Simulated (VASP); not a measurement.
Input of a VASP 6.6.1 run:

File INCAR:

```
  ALGO = Normal
  EDIFF = 1E-6
  ENCUT = 500
  GGA = PE
  GGA_COMPAT = False
  ISIF = 2
  ISMEAR = 0
  IVDW = 13
  LASPH = True
  LCHARG = True
  LELF = True
  LREAL = False
  LVHAR = True
  LWAVE = False
  NBANDS = 20
  NELM = 120
  PREC = Accurate
  SIGMA = 0.02
```

KPOINTS

```
k-points
0
Gamma
  12 12 12
```

The input POSCAR:

```
WS2
1.0
    1.5786015499      0.9114060298      6.0393062445
   -1.5786015499      0.9114060298      6.0393062445
    0.0000000000     -1.8228120595      6.0393062445
W S
1 2
Direct
    0.0006554627      0.0006554627      0.0006554627
    0.2472223804      0.2472223804      0.2472223804
    0.4208221569      0.4208221569      0.4208221569
```

Potentials or basis: VASP PAW PBE potentials, release 64 (W_sv, S).

Command:

```sh
$ cat potpaw_PBE.64/W_sv/POTCAR potpaw_PBE.64/S/POTCAR > POTCAR
$ mpirun -np 1 vasp_std > vasp.out
```

Q: What does it give for the dispersion energy per atom?

A: -0.452 eV.

Q: What does it give for the largest force?

A: 0.008 eV/Å.

Q: What does it give for the band gap on the k mesh?

A: 0.93 eV (least direct gap 1.92 eV).

Q: Estimate the pressure.

A: 0.2 GPa.

Forces in eV/Å, atoms in the order of the input:
```
W    0.000  0.000 -0.002
S    0.000  0.000 -0.006
S    0.000  0.000  0.008
```

Caveat: spin-orbit coupling is left out, which moves the levels of the heavy elements. A k mesh can miss the band edges.
